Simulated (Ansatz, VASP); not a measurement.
# ReSbN: VASP beside Ansatz

File INCAR:

```
SYSTEM = ReSbN
PREC = Accurate
ENCUT = 520
EDIFF = 1E-6
ISMEAR = -1
SIGMA = 0.05
LREAL = .FALSE.
LASPH = .TRUE.
NELM = 80
ALGO = Normal
ISIF = 2
LWAVE = .FALSE.
LCHARG = .FALSE.
GGA = PE
NBANDS = 26
```

File KPOINTS:

```
regular mesh
0
G
  7 7 3
  0 0 0
```

File POSCAR:

```
ReSbN
1.0
    3.4321230000      0.0000000000      0.0000000000
    0.0000000000      3.4321230000      0.0000000000
    0.0000000000      0.0000000000      8.7644795400
Re Sb N
2 2 2
Direct
    0.0000000000      0.5000000000      0.8732410000
    0.5000000000      0.0000000000      0.1267590000
    0.0000000000      0.5000000000      0.3334580000
    0.5000000000      0.0000000000      0.6665420000
    0.0000000000      0.0000000000      0.0000000000
    0.5000000000      0.5000000000      0.0000000000
```

Contents of input.yaml:

```yaml
crystal:
  lattice:
    - [3.432123, 0.0, 0.0]
    - [0.0, 3.432123, 0.0]
    - [0.0, 0.0, 8.76447954]
  atoms:
    - { symbol: Re, position: [0.0, 0.5, 0.873241] }
    - { symbol: Re, position: [0.5, 0.0, 0.126759] }
    - { symbol: Sb, position: [0.0, 0.5, 0.333458] }
    - { symbol: Sb, position: [0.5, 0.0, 0.666542] }
    - { symbol: "N", position: [0.0, 0.0, 0.0] }
    - { symbol: "N", position: [0.5, 0.5, 0.0] }
hamiltonian:
  xc: pbe
  pseudopotentials: { kind: paw }
kpoints:
  mp_grid: { grid: [7, 7, 3] }
  band_path:
    path:
      - [[0.0, 0.0, 0.0], [0.0, 0.5, 0.0], [0.5, 0.5, 0.0], [0.0, 0.0, 0.0], [0.0, 0.0, 0.5], [0.0, 0.5, 0.5], [0.5, 0.5, 0.5], [0.0, 0.0, 0.5]]
      - [[0.0, 0.5, 0.0], [0.0, 0.5, 0.5]]
      - [[0.5, 0.5, 0.0], [0.5, 0.5, 0.5]]
    npoints: 14
scf:
  occupations: { method: fermi_dirac, width: 0.05 }
  n_extra_bands: 15
output:
  forces: true
  stress: true
  eigenvalues: true
  fatbands: false
```

Alike in both runs: functional PBE; k mesh 7 × 7 × 3; occupations fermi-dirac, width 0.05 eV; no spin polarisation.

|  | VASP | Ansatz |
| --- | --- | --- |
| version | VASP 6.6.1 | Ansatz 0.2.0 |
| potentials or method | VASP PAW PBE potentials, release 64 (Re, Sb, N) | Ansatz PAW |
| plane-wave cutoff (eV) | 520 | 420 |
| valence electrons in the cell | 34 | 70 |
| task | single point | band structure |

Ansatz gave:

| Quantity | Value |
| --- | --- |
| gap on the k mesh at the Fermi level (eV) | none |
| pressure (GPa) | -4.2 |
| traceless stress, the component that is largest in VASP (GPa) | -1.33 |
| rms of the force components (eV/Å) | 0.266 |

**Question.** Estimate VASP's values.

**Answer.** gap on the k mesh at the Fermi level (eV): none; pressure (GPa): -3.1; traceless stress, the component that is largest in VASP (GPa): -1.35; rms of the force components (eV/Å): 0.167.

Atom by atom the forces differ by 0.111 eV/Å (rms over components). A gap of «none» marks a metal or a gap that the smearing closes. VASP's potentials hold 34 valence electrons a cell and Ansatz's 70, so a difference there can come from the potentials and not from the codes.

Neither program's run includes spin-orbit coupling.
